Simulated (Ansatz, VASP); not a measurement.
One calculation of CuO, two programs

```xyz
4
Lattice="2.8795 0.0000 0.0000 0.0391 2.8793 0.0000 0.0175 0.0172 5.1763" Properties=species:S:1:pos:R:3 pbc="T T T"
Cu    1.4485    0.0086    2.5882
Cu    0.0195    1.4396    0.0000
O     0.0479    2.8788    1.2947
O     2.8881    0.0177    3.8817
```

Alike in both runs: task single point; functional PBE; k mesh 14 × 14 × 8; occupations gaussian, width 0.1 eV; no spin polarisation.

|  | VASP | Ansatz |
| --- | --- | --- |
| version | VASP 6.6.1 | Ansatz 0.2.0 |
| potentials or method | VASP PAW PBE potentials, release 64 (Cu, O), cutoff 520 eV | scalar-relativistic, plane waves, PAW |
| valence electrons in the cell | 34 | 50 |

Ansatz gave:

* gap on the k mesh at the Fermi level (eV): none
* pressure (GPa): 5.8
* traceless stress, the component that is largest in VASP (GPa): -1.15
* rms of the force components (eV/Å): 0.005

Task: Which values does VASP return?

Result: gap on the k mesh at the Fermi level (eV): none; pressure (GPa): 6.6; traceless stress, the component that is largest in VASP (GPa): -0.81; rms of the force components (eV/Å): 0.004.

Atom by atom the forces differ by 0.000 eV/Å (rms over components). A gap of «none» marks a metal or a gap that the smearing closes. The functional is the same, so the differences come from potentials, cutoffs and numerics. VASP's potentials hold 34 valence electrons a cell and Ansatz's 50, so a difference there can come from the potentials and not from the codes.
